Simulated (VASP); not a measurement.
Here is a VASP 6.6.1 calculation.

Contents of INCAR:

```
PREC = Accurate ; ENCUT = 600
EDIFF = 1E-6 ; ISMEAR = -1
SIGMA = 0.05 ; LREAL = F
LASPH = T ; NELM = 100
ALGO = Normal ; ISIF = 3
LWAVE = F ; LCHARG = F
IBRION = 2 ; NSW = 60
EDIFFG = -0.005 ; PSTRESS = 970.0
```

KPOINTS

```
Automatic mesh
0
Gamma
  8 8 11
```

The input POSCAR:

```
Pb
1.0
    4.5908643052      0.0000000000      0.0000000000
   -2.2954321526      3.9758051136      0.0000000000
    0.0000000000      0.0000000000      2.8463358692
Pb
3
Direct
    0.0000000000      0.0000000000      0.0000000000
    0.3333333333      0.6666666667      0.5000000000
    0.6666666667      0.3333333333      0.5000000000
```

Potentials or basis: VASP PAW LDA potentials, release 64 (Pb_d).

Run with:

```sh
$ cat potpaw_LDA.64/Pb_d/POTCAR > POTCAR
$ mpirun -np 1 vasp_std > vasp.out
```

(1) Predict the band gap on the k mesh.

(2) Predict the space group after relaxing (to 0.05 Å).

(3) Predict the relaxed volume.

Results:

(1) zero (band 21 reaches 17.99 eV, above the bottom of band 22 at 11.53 eV).

(2) P6/mmm (No. 191).

(3) 17.36 Å³/atom.

Caveat: the cell is relaxed towards a set pressure, so the enthalpy falls and the energy may rise; spin-orbit coupling is left out, which moves the levels of the heavy elements.
